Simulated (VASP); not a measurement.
# Te2Mo in VASP: settings compared

The runs below take Te2Mo through single point, with LDA, RPBE, RPBE+D4, PBE+D4, PBE.

Everything below comes from runs of VASP 6.6.1. Logs are shortened: lines on timing, memory, paths and dates and some standing lists are left out, and cuts for length are marked.

### Step 1. The cell of the first run

The typed cell holds 12 atoms: a = 6.297 Å, b = 3.444 Å, c = 13.312 Å, α = 90.00°, β = 92.98°, γ = 90.00°.

### Step 2. Single point, LDA

Input file INCAR:

```
  ALGO = Normal
  EDIFF = 1E-6
  ENCUT = 520
  GGA = CA
  ISIF = 2
  ISMEAR = -1
  LASPH = True
  LCHARG = False
  LREAL = False
  LWAVE = False
  NBANDS = 64
  NELM = 80
  PREC = Accurate
  SIGMA = 0.05
```

Input file KPOINTS:

```
k-points
0
Gamma
  4 8 2
```

Input file POSCAR:

```
Te2Mo
1.0
    6.2964254317      0.0000000000     -0.0333178269
    0.0000000000      3.4437008891      0.0000000000
   -0.6226902820      0.0000000000     13.2970794093
Te Mo
8 4
Direct
    0.0588738941      0.5000000000      0.3949096908
    0.9409347727      0.0000000000      0.6050979739
    0.5622013873      0.0000000000      0.3471544440
    0.4376161263      0.5000000000      0.6528605491
    0.0917204937      0.0000000000      0.1531975225
    0.9084583283      0.5000000000      0.8467899060
    0.5837345773      0.5000000000      0.1048083603
    0.4164570335      0.0000000000      0.8951807135
    0.3196711767      0.0000000000      0.5064645472
    0.6801373319      0.5000000000      0.4935479062
    0.1818996396      0.5000000000      0.0073763281
    0.8182942285      0.0000000000      0.9926110484
```

Potentials or basis: VASP PAW LDA potentials, release 64 (Te, Mo_sv).

Started as:

```sh
> cat potpaw_LDA.64/Te/POTCAR potpaw_LDA.64/Mo_sv/POTCAR > POTCAR
> mpirun -np 1 vasp_std > vasp.out
```

OUTCAR:

```text
EDIFF = 1E-6
   ENCUT = 520
   GGA = CA
   ISIF = 2
   ISMEAR = -1
   LASPH = True
   LREAL = False
   NELM = 80
   PREC = Accurate

 ion  position               nearest neighbor table
   1  0.059  0.500  0.395-   9 2.76   9 2.76  10 2.78   2 3.40   2 3.40   3 3.60   3 3.60   5 3.66
                             5 3.66
   2  0.941  0.000  0.605-  10 2.76  10 2.76   9 2.78   1 3.40   1 3.40   4 3.60   4 3.60   6 3.66
                             6 3.66
   3  0.562  0.000  0.347-  10 2.68  10 2.68   9 2.68   1 3.60   1 3.60   7 3.67   7 3.67
   4  0.438  0.500  0.653-   9 2.68   9 2.68  10 2.68   2 3.60   2 3.60   8 3.67   8 3.67
   5  0.092  0.000  0.153-  12 2.67  11 2.68  11 2.68   7 3.63   7 3.63   7 3.66   7 3.66   1 3.66
                             1 3.66
   6  0.908  0.500  0.847-  11 2.67  12 2.68  12 2.68   8 3.63   8 3.63   8 3.66   8 3.66   2 3.66
                             2 3.66
   7  0.584  0.500  0.105-  12 2.76  12 2.76  11 2.78   8 3.40   8 3.40   5 3.63   5 3.63   5 3.66
                             5 3.66   3 3.67   3 3.67
   8  0.416  0.000  0.895-  11 2.76  11 2.76  12 2.78   7 3.40   7 3.40   6 3.63   6 3.63   6 3.66
                             6 3.66   4 3.67   4 3.67
   9  0.320  0.000  0.506-   4 2.68   4 2.68   3 2.68   1 2.76   1 2.76   2 2.78  10 2.86  10 2.86

  10  0.680  0.500  0.494-   3 2.68   3 2.68   4 2.68   2 2.76   2 2.76   1 2.78   9 2.86   9 2.86

  11  0.182  0.500  0.007-   6 2.67   5 2.68   5 2.68   8 2.76   8 2.76   7 2.78  12 2.86  12 2.86

  12  0.818  0.000  0.993-   5 2.67   6 2.68   6 2.68   7 2.76   7 2.76   8 2.78  11 2.86  11 2.86

  LATTYP: Found a simple monoclinic cell.
 ALAT       =     6.2965135825
 B/A-ratio  =     0.5469218551
 C/A-ratio  =     2.1141305047
 COS(beta)  =    -0.0520628634

  Lattice vectors:

 A1 = (   6.2964254317,   0.0000000000,  -0.0333178269)
 A2 = (   0.0000000000,   3.4437008891,   0.0000000000)
 A3 = (  -0.6226902820,   0.0000000000,  13.2970794093)

Analysis of symmetry for initial positions (statically):
=====================================================================
 Subroutine PRICEL returns:
 Original cell was already a primitive cell.

 Routine SETGRP: Setting up the symmetry group for a
 simple monoclinic supercell.

 Subroutine GETGRP returns: Found  2 space group operations
 (whereof  2 operations were pure point group operations)
 out of a pool of  4 trial point group operations.

The static configuration has the point symmetry C_1h.

Analysis of symmetry for dynamics (positions and initial velocities):
=====================================================================
 Subroutine PRICEL returns:
 Original cell was already a primitive cell.

 Routine SETGRP: Setting up the symmetry group for a
 simple monoclinic supercell.

 Subroutine GETGRP returns: Found  2 space group operations
 (whereof  2 operations were pure point group operations)
 out of a pool of  4 trial point group operations.

The dynamic configuration has the point symmetry C_1h.

 Subroutine INISYM returns: Found  2 space group operations
 (whereof  2 operations are pure point group operations),
 and found     1 'primitive' translations

----------------------------------------------------------------------------------------

                                     Primitive cell

  volume of cell :     288.2492

  direct lattice vectors                    reciprocal lattice vectors
     6.296425432  0.000000000 -0.033317827     0.158859637  0.000000000  0.007439254
     0.000000000  3.443700889  0.000000000     0.000000000  0.290385266  0.000000000
    -0.622690282  0.000000000 13.297079409     0.000398047  0.000000000  0.075223124

  length of vectors
     6.296513582  3.443700889 13.311651438     0.159033729  0.290385266  0.075224178

  position of ions in fractional coordinates (direct lattice)
     0.058873894  0.500000000  0.394909691
     0.940934773  0.000000000  0.605097974
     0.562201387  0.000000000  0.347154444
     0.437616126  0.500000000  0.652860549
     0.091720494  0.000000000  0.153197523
     0.908458328  0.500000000  0.846789906
     0.583734577  0.500000000  0.104808360
     0.416457034  0.000000000  0.895180713
     0.319671177  0.000000000  0.506464547
     0.680137332  0.500000000  0.493547906
     0.181899640  0.500000000  0.007376328
     0.818294229  0.000000000  0.992611048
[... 27 lines left out ...]
     0.039714909  0.000000000  0.001859814     0.250000000  0.000000000 -0.000000000
     0.000000000  0.036298158  0.000000000     0.000000000  0.125000000  0.000000000
     0.000199023  0.000000000  0.037611562     0.000000000  0.000000000  0.500000000

  Length of vectors
     0.039758432  0.036298158  0.037612089

  Shift w.r.t. Gamma in fractional coordinates (k-lattice)
     0.000000000  0.000000000  0.000000000

 Subroutine IBZKPT returns following result:
 ===========================================

 Found     30 irreducible k-points:

 Following reciprocal coordinates:
            Coordinates               Weight
  0.000000  0.000000  0.000000      1.000000
  0.250000  0.000000  0.000000      2.000000
  0.500000  0.000000  0.000000      1.000000
  0.000000  0.125000  0.000000      2.000000
  0.250000  0.125000  0.000000      4.000000
  0.500000  0.125000  0.000000      2.000000
[... 16 lines left out ...]
  0.250000  0.250000  0.500000      4.000000
  0.500000  0.250000  0.500000      2.000000
 [... further k-points ...]
   k-points           NKPTS =     30   k-points in BZ     NKDIM =     30   number of bands    NBANDS=     64
   number of dos      NEDOS =    301   number of ions     NIONS =     12
   total plane-waves  NPLWV = 134400
   dimension x,y,z NGX =    48 NGY =   28 NGZ =  100
   dimension x,y,z NGXF=    96 NGYF=   56 NGZF=  200
   ions per type =               8   4
   NGX,Y,Z   is equivalent  to a cutoff of  12.67, 13.52, 12.49 a.u.
   NGXF,Y,Z  is equivalent  to a cutoff of  25.35, 27.03, 24.98 a.u.
 SYSTEM =  unknown system
   PREC   = accura    normal or accurate (medium, high low for compatibility)
   ISTART =      0    job   : 0-new  1-cont  2-samecut
   ICHARG =      2    charge: 1-file 2-atom 10-const
   ISPIN  =      1    spin polarized calculation?
   LNONCOLLINEAR =      F non collinear calculations
   LSORBIT =      F    spin-orbit coupling
   LASPH  =      T    aspherical Exc in radial PAW
   ENCUT  =  520.0 eV  38.22 Ry    6.18 a.u.  11.71  6.40 24.75*2*pi/ulx,y,z
   NELM   =     80;   NELMIN=  2; NELMDL= -5     # of ELM steps
   EDIFF  = 0.1E-05   stopping-criterion for ELM
   LREAL  =      F    real-space projection
   EDIFFG = 0.1E-04   stopping-criterion for IOM
   NSW    =      0    number of steps for IOM
   IBRION =     -1    ionic relax: 0-MD 1-quasi-New 2-CG
   NFREE  =      0    steps in history (QN), initial steepest desc. (CG)
   ISIF   =      2    stress and relaxation
   ISYM   =      2    0-nonsym 1-usesym 2-fastsym
   POTIM  = 0.5000    time-step for ionic-motion
   TEBEG  =    0.0;   TEEND  =   0.0 temperature during run
   PSTRESS=    0.0 pullay stress
   NELECT =     104.0000    total number of electrons
   NUPDOWN=      -1.0000    fix difference up-down
   EMIN   =  10.00;   EMAX   =-10.00  energy-range for DOS
   EFERMI =   0.00;   METHOD = LEGACY
   ISMEAR =    -1;   SIGMA  =   0.05  broadening in eV -4-tet -1-fermi 0-gaus
   EFERMI_NEDOS =   21; number of points for ismear=-14 and -15
   IALGO  =     38    algorithm
   IMIX   =      4    mixing-type and parameters
     AMIX     =   0.40;   BMIX     =  1.00
     AMIX_MAG =   1.60;   BMIX_MAG =  1.00
  volume/ion in A,a.u.               =      24.02       162.10
  Fermi-wavevector in a.u.,A,eV,Ry     =   1.165458  2.202396 18.480685  1.358292
  Thomas-Fermi vector in A             =   2.301983
   LORBIT       =      0    0 simple, 1 ext, 2 COOP (PROOUT), +10 PAW based schemes
   GGA     = CA    functional components
   LHFCALC =     F    Hartree Fock is set to
   AEXX    =    0.0000 exact exchange contribution
   IVDW    =     0    specifies the selected vdW correction
   LEPSILON=     F    determine dielectric tensor
   LRPA    =     F    only Hartree local field effects (RPA)
 non-spin polarized calculation
  energy-cutoff  :      520.00
  volume of cell :      288.25
 maximum number of plane-waves:      7811
 NGX is ok and might be reduce to    48
   NGX = 23   NGY = 13   NGZ = 49

 number of electron     103.9999989 magnetization

 Free energy of the ion-electron system (eV)
  ---------------------------------------------------
  ext. energy  EPLUGINS =         0.00000000
  ---------------------------------------------------
  free energy    TOTEN  =       -82.32879973 eV

  energy without entropy =      -82.29433513  energy(sigma->0) =      -82.31156743

 E-fermi :   8.8793     XC(G=0): -10.8451

 val. band max:        8.8453891126   @ k =   0.2500   0.0000   0.0000
 cond. band min:       8.8896746947   @ k =   0.0000   0.2500   0.5000
 fundamental gap:      0.0442855821
 Fermi energy:         8.8792742197

 k-point     1 :       0.0000    0.0000    0.0000
  band No.  band energies     occupation
      1     -51.8698      2.00000
      2     -51.8506      2.00000
      3     -51.8009      2.00000
      4     -51.7823      2.00000
      5     -26.3530      2.00000
      6     -26.3337      2.00000
[... 1597 lines left out ...]
     63      11.1695      0.00000
     64      11.3411      0.00000

 [... further k-points ...]

------------------------ aborting loop because EDIFF is reached ----------------------------------------

  FORCE on cell =-STRESS in cart. coord.  units (eV):
  Direction    XX          YY          ZZ          XY          YZ          ZX
  --------------------------------------------------------------------------------------
  -------------------------------------------------------------------------------------
  Total        0.5270850      0.4398055      0.3908842      0.0000000      0.0000000     -0.0135829
  in kB        2.9297000      2.4445736      2.1726541      0.0000000      0.0000000     -0.0754981
  external PRESSURE =       2.5156426 kB  Pullay stress =       0.0000000 kB

 VOLUME and BASIS-vectors are now :
 -----------------------------------------------------------------------------
  energy-cutoff  :      520.00
  volume of cell :      288.25
      direct lattice vectors                 reciprocal lattice vectors
     6.296425432  0.000000000 -0.033317827     0.158859637  0.000000000  0.007439254
     0.000000000  3.443700889  0.000000000     0.000000000  0.290385266  0.000000000
    -0.622690282  0.000000000 13.297079409     0.000398047  0.000000000  0.075223124

 POSITION                                       TOTAL-FORCE (eV/Angst)
 -----------------------------------------------------------------------------------
      0.12479      1.72185      5.24918        -0.001862      0.000000     -0.027165
      5.54774      0.00000      8.01469         0.001868      0.000000      0.026829
      3.32369      0.00000      4.59741        -0.004975      0.000000     -0.052317
      2.34889      1.72185      8.66656         0.005095      0.000000      0.051909
      0.48212      0.00000      2.03402        -0.005906      0.000000      0.053514
      5.19275      1.72185     11.22956         0.006038      0.000000     -0.053368
      3.61018      1.72185      1.37420        -0.002577      0.000000      0.028602
      2.06477      0.00000     11.88941         0.002695      0.000000     -0.028319
      1.69742      0.00000      6.72385        -0.034027      0.000000     -0.014063
      3.97511      1.72185      6.54009         0.034031      0.000000      0.014465
      1.14072      1.72185      0.09202         0.035138      0.000000     -0.005912
      4.53424      0.00000     13.17156        -0.035518      0.000000      0.005826
 -----------------------------------------------------------------------------------
    total drift:                                0.000052     -0.000000     -0.000039

  FREE ENERGIE OF THE ION-ELECTRON SYSTEM (eV)
  ---------------------------------------------------
  free  energy   TOTEN  =       -82.3287997343 eV

  energy  without entropy=      -82.2943351301  energy(sigma->0) =      -82.31156743
```

Wall time 9.7 min (1 thread of AMD EPYC 9R45 (Zen 5), shared host); peak memory 0.52 GiB.

Results:

```
Free energy            : -82.3288 eV
Pressure               : 0.3 GPa
Largest force          : 0.054 eV/Å
Band gap on the k mesh : zero (bands 52 and 53 overlap by 0.51 eV)
```

Forces in eV/Å, atoms in the order of the input:
```
Te  -0.002  0.000 -0.027
Te   0.002  0.000  0.027
Te  -0.005  0.000 -0.052
Te   0.005  0.000  0.052
Te  -0.006  0.000  0.054
Te   0.006  0.000 -0.053
Te  -0.003  0.000  0.029
Te   0.003  0.000 -0.028
Mo  -0.034  0.000 -0.014
Mo   0.034  0.000  0.014
Mo   0.035  0.000 -0.006
Mo  -0.036  0.000  0.006
```

Levels at points of the mesh, in eV from the Fermi level:
```
           k point  band 48  band 49  band 50  band 51  band 52  band 53  band 54  band 55  band 56  band 57
(0.00, 0.00, 0.00)    -0.49    -0.42    -0.24     0.07     0.34     0.37     0.68     0.79     0.93     0.98
(0.50, 0.00, 0.00)    -1.06    -0.99    -0.97    -0.50    -0.45    -0.17    -0.14     0.82     0.83     1.46
(0.00, 0.50, 0.00)    -1.87    -1.71    -1.71    -1.43    -1.43     0.95     0.95     1.13     1.13     1.17
(0.50, 0.50, 0.00)    -1.99    -1.15    -1.15    -1.07    -1.07     0.95     0.95     1.02     1.02     1.74
(0.00, 0.00, 0.50)    -0.74    -0.12    -0.12     0.14     0.20     0.40     0.49     0.84     0.89     1.46
(0.50, 0.00, 0.50)    -1.05    -1.00    -0.98    -0.57    -0.33    -0.08    -0.06     0.77     0.86     1.31
(0.00, 0.50, 0.50)    -1.86    -1.66    -1.66    -1.58    -1.58     0.91     0.91     1.12     1.12     1.21
(0.50, 0.50, 0.50)    -1.97    -1.14    -1.14    -1.06    -1.06     0.97     0.97     0.98     0.98     1.64
```

Caveat: spin-orbit coupling is left out, which moves the levels of the heavy elements.

### Step 3. Single point, RPBE

This run uses another cell than the first one, of 34.94 Å³/atom.

Input file INCAR:

```
SYSTEM = Te2Mo
  PREC = Accurate
  ENCUT = 520
  EDIFF = 1E-6
  ISMEAR = -1
  SIGMA = 0.05
  LREAL = .FALSE.
  LASPH = .TRUE.
  NELM = 100
  ALGO = Normal
  ISIF = 2
  LWAVE = .FALSE.
  LCHARG = .FALSE.
  GGA = RP
  NBANDS = 64
```

Input file KPOINTS:

```
regular mesh
0
G
  3 6 2
  0 0 0
```

Input file POSCAR:

```
Te2Mo
1.0
    6.4181561107      0.0000000000      0.0219830085
    0.0000000000      3.4985273107      0.0000000000
   -0.5037694995      0.0000000000     18.6723237433
Te Mo
8 4
Direct
    0.0643520793      0.5000000000      0.4205088891
    0.9351958699      0.0000000000      0.5795362588
    0.5727406301      0.0000000000      0.3891593369
    0.4268068156      0.5000000000      0.6108858972
    0.0883956013      0.0000000000      0.1108391883
    0.9120562465      0.5000000000      0.8891152597
    0.5757019975      0.5000000000      0.0794914287
    0.4247501926      0.0000000000      0.9204630213
    0.3193110287      0.0000000000      0.5049393746
    0.6802364834      0.5000000000      0.4951059723
    0.1813680728      0.5000000000      0.0048915883
    0.8190839722      0.0000000000      0.9950627747
```

Potentials or basis: VASP PAW PBE potentials, release 64 (Te, Mo_sv).

Started as:

```sh
> cat potpaw_PBE.64/Te/POTCAR potpaw_PBE.64/Mo_sv/POTCAR > POTCAR
> mpirun -np 1 vasp_std > vasp.out
```

It took 7.8 min on 1 thread of AMD EPYC 7R13 (Zen 3), shared host; peak memory 0.6 GiB.

It converged, with:

| Property | Result |
| --- | --- |
| Free energy | -67.1663 eV |
| Pressure | 0.0 GPa |
| Largest force | 0.008 eV/Å |
| Band gap on the k mesh | zero (bands 52 and 53 overlap by 0.22 eV) |

Forces in eV/Å, atoms in the order of the input:
```
Te   0.001  0.000 -0.007
Te  -0.001  0.000  0.007
Te   0.001  0.000  0.001
Te  -0.001  0.000 -0.001
Te   0.001  0.000  0.000
Te  -0.001  0.000  0.000
Te   0.000  0.000  0.008
Te   0.000  0.000 -0.008
Mo  -0.007  0.000  0.003
Mo   0.007  0.000 -0.003
Mo   0.006  0.000  0.003
Mo  -0.006  0.000 -0.003
```

Stress tensor (GPa, compression positive):
```
-0.03  0.00  0.00
 0.00 -0.06  0.00
 0.00  0.00  0.04
```

Levels at points of the mesh, in eV from the Fermi level:
```csv
k point,band 49,band 50,band 51,band 52,band 53,band 54,band 55,band 56
"(0.00, 0.00, 0.00)",-0.32,-0.29,0.21,0.21,0.64,0.66,1.06,1.06
"(0.00, 0.50, 0.00)",-1.38,-1.38,-1.37,-1.37,1.16,1.16,1.16,1.16
"(0.00, 0.00, 0.50)",-0.30,-0.30,0.21,0.21,0.65,0.65,1.06,1.06
"(0.00, 0.50, 0.50)",-1.38,-1.38,-1.37,-1.37,1.16,1.16,1.16,1.16
```

Caveat: the PAW data sets were made with another functional, which shifts forces and pressure a little; spin-orbit coupling is left out, which moves the levels of the heavy elements; this functional lacks dispersion, which binds the layers, so the pressure and a relaxed spacing across them are unreliable.

[end of part 1 of 2]
